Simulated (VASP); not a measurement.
ZnS:

```xyz
2
Lattice="0.0000 2.7199 2.7199 2.7199 0.0000 2.7199 2.7199 2.7199 0.0000" Properties=species:S:1:pos:R:3 pbc="T T T"
Zn    4.0798    4.0798    4.0798
S     0.0000    0.0000    0.0000
```

Base run:

- Program: VASP 6.6.1
- Functional: r2SCAN
- Dispersion: D3(BJ)
- Potentials or basis: VASP PAW PBE potentials, release 64 (Zn, S)
- Cutoff: 520 eV
- k mesh: 9 × 9 × 9
- Occupations: fermi-dirac, width 0.05 eV
- Spin: no spin polarisation

Its results: band gap on the k mesh 2.58 eV, direct; pressure -3.2 GPa.

Task: The run is repeated on the same cell with these changes: functional from r2SCAN to BLYP. What comes out?

Result: Band gap on the k mesh 2.03 eV, direct; pressure -2.1 GPa.

r2SCAN gives the wider gap, since meta-GGAs in the generalised Kohn-Sham scheme recover part of the derivative discontinuity.

Caveats: the PAW data sets were made with another functional, which shifts forces and pressure a little.

